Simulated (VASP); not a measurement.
# W (Pbcm) in VASP: notebook, part 2 of 2

VASP 6.6.1.

**3. Single point, PBEsol**

This run uses another cell than the first one, of 15.56 Å³/atom, 1.028 times its volume.

INCAR reads:

```
SYSTEM = W
  PREC = Accurate
  ENCUT = 520
  EDIFF = 1E-6
  ISMEAR = 0
  SIGMA = 0.1
  LREAL = .FALSE.
  LASPH = .TRUE.
  NELM = 80
  ALGO = Normal
  ISIF = 2
  LWAVE = .FALSE.
  LCHARG = .TRUE.
  GGA = PS
  LELF = .TRUE.
  LVHAR = .TRUE.
  NBANDS = 36
```

KPOINTS reads:

```
Automatic mesh
0
G
  8 5 5
  0 0 0
```

POSCAR reads:

```
W
1.0
    2.7375873708      0.0000000000      0.0000000000
    0.0000000000      4.7390999648      0.0000000000
    0.0000000000      0.0000000000      4.7973903088
W
4
Direct
    0.7931720000      0.5631570000      0.2500000000
    0.2068280000      0.0631570000      0.2500000000
    0.2068280000      0.4368430000      0.7500000000
    0.7931720000      0.9368430000      0.7500000000
```

Potentials or basis: VASP PAW PBE potentials, release 64 (W_sv).

Command:

```bash
> cat potpaw_PBE.64/W_sv/POTCAR > POTCAR
> mpirun -np 1 vasp_std > vasp.out
```

OUTCAR:

```text
SYSTEM = W
   PREC = Accurate
   ENCUT = 520
   EDIFF = 1E-6
   ISMEAR = 0
   LREAL = .FALSE.
   LASPH = .TRUE.
   NELM = 80
   ISIF = 2
   GGA = PS

 ion  position               nearest neighbor table
   1  0.793  0.563  0.250-   2 2.63   2 2.63   3 2.72   3 2.72   2 2.86   2 2.86   3 2.95   3 2.95
                             4 2.98   4 2.98
   2  0.207  0.063  0.250-   1 2.63   1 2.63   4 2.72   4 2.72   1 2.86   1 2.86   4 2.95   4 2.95
                             3 2.98   3 2.98
   3  0.207  0.437  0.750-   4 2.63   4 2.63   1 2.72   1 2.72   4 2.86   4 2.86   1 2.95   1 2.95
                             2 2.98   2 2.98
   4  0.793  0.937  0.750-   3 2.63   3 2.63   2 2.72   2 2.72   3 2.86   3 2.86   2 2.95   2 2.95
                             1 2.98   1 2.98

  LATTYP: Found a simple orthorhombic cell.
 ALAT       =     2.7375873708
 B/A-ratio  =     1.7311228183
 C/A-ratio  =     1.7524154151

  Lattice vectors:

 A1 = (   2.7375873708,   0.0000000000,   0.0000000000)
 A2 = (   0.0000000000,   4.7390999648,   0.0000000000)
 A3 = (   0.0000000000,   0.0000000000,   4.7973903088)

Analysis of symmetry for initial positions (statically):
=====================================================================
 Subroutine PRICEL returns:
 Original cell was already a primitive cell.

 Routine SETGRP: Setting up the symmetry group for a
 simple orthorhombic supercell.

 Subroutine GETGRP returns: Found  8 space group operations
 (whereof  2 operations were pure point group operations)
 out of a pool of  8 trial point group operations.

The static configuration has the point symmetry S_2 .
 The point group associated with its full space group is D_2h.

Analysis of symmetry for dynamics (positions and initial velocities):
=====================================================================
 Subroutine PRICEL returns:
 Original cell was already a primitive cell.

 Routine SETGRP: Setting up the symmetry group for a
 simple orthorhombic supercell.

 Subroutine GETGRP returns: Found  8 space group operations
[... 129 lines left out ...]
  volume/ion in A,a.u.               =      15.56       105.00
  Fermi-wavevector in a.u.,A,eV,Ry     =   1.580452  2.986620 33.985003  2.497827
  Thomas-Fermi vector in A             =   2.680677
   LORBIT       =      0    0 simple, 1 ext, 2 COOP (PROOUT), +10 PAW based schemes
   GGA     = PS    functional components
   LHFCALC =     F    Hartree Fock is set to
   AEXX    =    0.0000 exact exchange contribution
   IVDW    =     0    specifies the selected vdW correction
   LEPSILON=     F    determine dielectric tensor
   LRPA    =     F    only Hartree local field effects (RPA)
 non-spin polarized calculation
 Gauss-broadening in eV      SIGMA  =   0.10
  energy-cutoff  :      520.00
  volume of cell :       62.24
 maximum number of plane-waves:      1696
   NGX = 11   NGY = 17   NGZ = 17

 number of electron      55.9999991 magnetization

 Free energy of the ion-electron system (eV)
  ---------------------------------------------------
  ext. energy  EPLUGINS =         0.00000000
  ---------------------------------------------------
  free energy    TOTEN  =       -53.05872974 eV

  energy without entropy =      -53.04095663  energy(sigma->0) =      -53.04984318

 E-fermi :  11.2460     XC(G=0): -13.8362

 val. band max:       11.2383032020   @ k =   0.0000   0.0000   0.0000
 cond. band min:      11.2502496692   @ k =   0.3750   0.4000   0.0000
 fundamental gap:      0.0119464672
 Fermi energy:        11.2460156894

 k-point     1 :       0.0000    0.0000    0.0000
  band No.  band energies     occupation
      1     -62.4627      2.00000
      2     -62.3527      2.00000
      3     -62.3073      2.00000
      4     -62.2389      2.00000
      5     -27.4553      2.00000
      6     -27.3784      2.00000
[... 925 lines left out ...]
     35      15.4338      0.00000
     36      15.9537      0.00000

 [... further k-points ...]

------------------------ aborting loop because EDIFF is reached ----------------------------------------

  FORCE on cell =-STRESS in cart. coord.  units (eV):
  Direction    XX          YY          ZZ          XY          YZ          ZX
  --------------------------------------------------------------------------------------
  -------------------------------------------------------------------------------------
  Total        5.1940419      5.5954122      4.5330506      0.0000000      0.0000000      0.0000000
  in kB      133.7048382    144.0368969    116.6896239      0.0000000      0.0000000      0.0000000
  external PRESSURE =     131.4771196 kB  Pullay stress =       0.0000000 kB

 VOLUME and BASIS-vectors are now :
 -----------------------------------------------------------------------------
  energy-cutoff  :      520.00
  volume of cell :       62.24
      direct lattice vectors                 reciprocal lattice vectors
     2.737587371  0.000000000  0.000000000     0.365285145  0.000000000  0.000000000
     0.000000000  4.739099965  0.000000000     0.000000000  0.211010531  0.000000000
     0.000000000  0.000000000  4.797390309     0.000000000  0.000000000  0.208446663

 POSITION                                       TOTAL-FORCE (eV/Angst)
 -----------------------------------------------------------------------------------
      2.17138      2.66886      1.19935        -0.362059     -0.024737      0.000000
      0.56621      0.29931      1.19935         0.362059     -0.024737      0.000000
      0.56621      2.07024      3.59804         0.362059      0.024737      0.000000
      2.17138      4.43979      3.59804        -0.362059      0.024737      0.000000
 -----------------------------------------------------------------------------------
    total drift:                               -0.000000      0.000000     -0.000000

  FREE ENERGIE OF THE ION-ELECTRON SYSTEM (eV)
  ---------------------------------------------------
  free  energy   TOTEN  =       -53.0587297374 eV

  energy  without entropy=      -53.0409566320  energy(sigma->0) =      -53.04984318
```

OSZICAR:

```text
N       E                     dE             d eps       ncg     rms          rms(c)
DAV:   1     0.719152693305E+03    0.71915E+03   -0.33355E+04  3240   0.186E+03
DAV:   2    -0.174596869033E+02   -0.73661E+03   -0.72169E+03  3352   0.582E+02
DAV:   3    -0.544496452142E+02   -0.36990E+02   -0.35694E+02  3812   0.126E+02
DAV:   4    -0.554630544590E+02   -0.10134E+01   -0.99925E+00  3812   0.187E+01
DAV:   5    -0.554769007613E+02   -0.13846E-01   -0.13835E-01  3736   0.241E+00    0.445E+01
DAV:   6    -0.535895163530E+02    0.18874E+01   -0.24683E+00  3684   0.117E+01    0.186E+01
DAV:   7    -0.530770103863E+02    0.51251E+00   -0.14494E+00  3860   0.811E+00    0.907E-01
DAV:   8    -0.530589371772E+02    0.18073E-01   -0.41373E-02  3656   0.161E+00    0.174E-01
DAV:   9    -0.530587248476E+02    0.21233E-03   -0.11741E-03  4056   0.223E-01    0.884E-02
DAV:  10    -0.530587310991E+02   -0.62516E-05   -0.86728E-05  3704   0.566E-02    0.118E-02
DAV:  11    -0.530587312132E+02   -0.11406E-06   -0.11358E-05  3776   0.262E-02    0.111E-02
DAV:  12    -0.530587298118E+02    0.14014E-05   -0.39101E-07  2124   0.581E-03    0.658E-04
DAV:  13    -0.530587297374E+02    0.74334E-07   -0.53223E-08  2012   0.221E-03
   1 F= -.53058730E+02 E0= -.53049843E+02  d E =-.177731E-01
```

stdout:

```text
POSCAR found type information on POSCAR W
 POSCAR found :  1 types and       4 ions
 scaLAPACK will be used
 -----------------------------------------------------------------------------
|                                                                             |
|                                                                             |
|     You enforced a specific xc type in the INCAR file but a different       |
|     I HOPE YOU KNOW WHAT YOU ARE DOING!                                     |
|                                                                             |
 -----------------------------------------------------------------------------

 LDA part: xc-table for (Slater+PW92), standard interpolation
 POSCAR, INCAR and KPOINTS ok, starting setup
 FFT: planning ... GRIDC
 FFT: planning ... GRID_SOFT
 FFT: planning ... GRID
 WAVECAR not read
 entering main loop
```

Run time: 49 s. Hardware: 1 thread of AMD EPYC 9R45 (Zen 5), shared host; peak memory 0.18 GiB.

Results:

| Quantity | Value |
| --- | --- |
| Free energy | -53.0587 eV |
| Pressure | 13.1 GPa |
| Largest force | 0.363 eV/Å |
| Band gap on the k mesh | zero (band 28 reaches 12.35 eV, above the bottom of band 29 at 10.82 eV) |

Forces on the atoms (eV/Å):
```
W   -0.362 -0.025  0.000
W    0.362 -0.025  0.000
W    0.362  0.025  0.000
W   -0.362  0.025  0.000
```

Caveat: the PAW data sets were made with another functional, which shifts forces and pressure a little; spin-orbit coupling is left out, which moves the levels of the heavy elements.

**4. Single point, PBEsol**

This run uses another cell than the first one, of 15.98 Å³/atom, 1.056 times its volume.

INCAR reads:

```
SYSTEM = W
ALGO = Normal
EDIFF = 1E-6
ENCUT = 520
GGA = PS
ISIF = 2
ISMEAR = 0
LASPH = .TRUE.
LCHARG = .FALSE.
LREAL = .FALSE.
LWAVE = .FALSE.
NBANDS = 36
NELM = 80
PREC = Accurate
SIGMA = 0.1
```

KPOINTS reads:

```
k-points
0
G
  8 5 5
  0 0 0
```

POSCAR reads:

```
W
1.0
    2.7620314086      0.0000000000      0.0000000000
    0.0000000000      4.7814155964      0.0000000000
    0.0000000000      0.0000000000      4.8402264174
W
4
Direct
    0.7931720000      0.5631570000      0.2500000000
    0.2068280000      0.0631570000      0.2500000000
    0.2068280000      0.4368430000      0.7500000000
    0.7931720000      0.9368430000      0.7500000000
```

Command:

```bash
> cat potpaw_PBE.64/W_sv/POTCAR > POTCAR
> mpirun -np 1 vasp_std > vasp.out
```

Run time: 53 s. Hardware: 1 thread of AMD EPYC 9R45 (Zen 5), shared host; peak memory 0.18 GiB.

Results (log left out):

| Item | Value |
| --- | --- |
| Free energy | -53.1501 eV |
| Pressure | 4.3 GPa |
| Largest force | 0.242 eV/Å |
| Band gap on the k mesh | zero (band 28 reaches 11.93 eV, above the bottom of band 29 at 10.48 eV) |

Forces in eV/Å, atoms in the order of the input:
```
W   -0.240 -0.030  0.000
W    0.240 -0.030  0.000
W    0.240  0.030  0.000
W   -0.240  0.030  0.000
```

Stress tensor (GPa, compression positive):
```
3.81 0.00 0.00
0.00 5.38 0.00
0.00 0.00 3.60
```

Levels at points of the mesh, in eV from the Fermi level:
```
           k point  band 26  band 27  band 28  band 29  band 30  band 31
(0.00, 0.00, 0.00)    -0.44    -0.40    -0.39    -0.35    -0.07     0.53
(0.50, 0.00, 0.00)    -1.93    -1.38    -1.11     0.06     0.23     0.54
```

Caveat: the PAW data sets were made with another functional, which shifts forces and pressure a little; spin-orbit coupling is left out, which moves the levels of the heavy elements.

**5. Single point, PBEsol**

This run uses another cell than the first one, of 16.40 Å³/atom, 1.083 times its volume.

INCAR reads:

```
SYSTEM = W
ALGO = Normal
EDIFF = 1E-6
ENCUT = 520
GGA = PS
ISIF = 2
ISMEAR = 0
LASPH = .True.
LCHARG = .False.
LREAL = .False.
LWAVE = .False.
NBANDS = 36
NELM = 60
PREC = Accurate
SIGMA = 0.1
```

KPOINTS reads:

```
k-points
0
Gamma
  8 5 5
  0 0 0
```

POSCAR reads:

```
W
1.0
    2.7860502786      0.0000000000      0.0000000000
    0.0000000000      4.8229952104      0.0000000000
    0.0000000000      0.0000000000      4.8823174555
W
4
Direct
    0.7931720000      0.5631570000      0.2500000000
    0.2068280000      0.0631570000      0.2500000000
    0.2068280000      0.4368430000      0.7500000000
    0.7931720000      0.9368430000      0.7500000000
```

Command:

```bash
> cat potpaw_PBE.64/W_sv/POTCAR > POTCAR
> mpirun -np 1 vasp_std > vasp.out
```

Run time: 52 s. Hardware: 1 thread of AMD EPYC 9R45 (Zen 5), shared host; peak memory 0.18 GiB.

Results (log left out):

| Property | Result |
| --- | --- |
| Free energy | -53.1540 eV |
| Pressure | -3.5 GPa |
| Largest force | 0.127 eV/Å |
| Band gap on the k mesh | zero (band 28 reaches 11.52 eV, above the bottom of band 29 at 10.15 eV) |

Forces on the atoms (eV/Å):
```
W   -0.123 -0.032  0.000
W    0.123 -0.032  0.000
W    0.123  0.032  0.000
W   -0.123  0.032  0.000
```

Stress tensor (GPa, compression positive):
```
-4.53  0.00  0.00
 0.00 -2.55  0.00
 0.00  0.00 -3.50
```

Levels at points of the mesh, in eV from the Fermi level:
| k point | band 25 | band 26 | band 27 | band 28 | band 29 | band 30 | band 31 | band 32 |
| --- | --- | --- | --- | --- | --- | --- | --- | --- |
| (0.00, 0.00, 0.00) | -0.47 | -0.41 | -0.38 | -0.37 | -0.32 | -0.12 | 0.53 | 1.57 |
| (0.50, 0.00, 0.00) | -1.91 | -1.84 | -1.33 | -1.09 | 0.08 | 0.21 | 0.53 | 3.00 |

Caveat: the PAW data sets were made with another functional, which shifts forces and pressure a little; spin-orbit coupling is left out, which moves the levels of the heavy elements.

**6. The runs side by side**

```tsv
cell	gap on the mesh (eV)	pressure (GPa)	largest force (eV/Å)
a = 2.713, b = 4.696, c = 4.754 Å, 4 atoms	none	23.3	0.49
a = 2.738, b = 4.739, c = 4.797 Å, 4 atoms	none	13.1	0.36
a = 2.762, b = 4.781, c = 4.840 Å, 4 atoms	none	4.3	0.24
a = 2.786, b = 4.823, c = 4.882 Å, 4 atoms	none	-3.5	0.13
```

Alike in all rows: task single point; level PBEsol; potentials or basis VASP PAW PBE potentials, release 64 (W_sv); no spin polarisation; k mesh 8 × 5 × 5; cutoff (eV) 520; smearing gaussian 0.1 eV.

Caveats: the PAW data sets were made with another functional, which shifts forces and pressure a little; spin-orbit coupling is left out, which moves the levels of the heavy elements.

Total energies depend on the potentials used, so only differences within one code and one set of settings carry meaning.
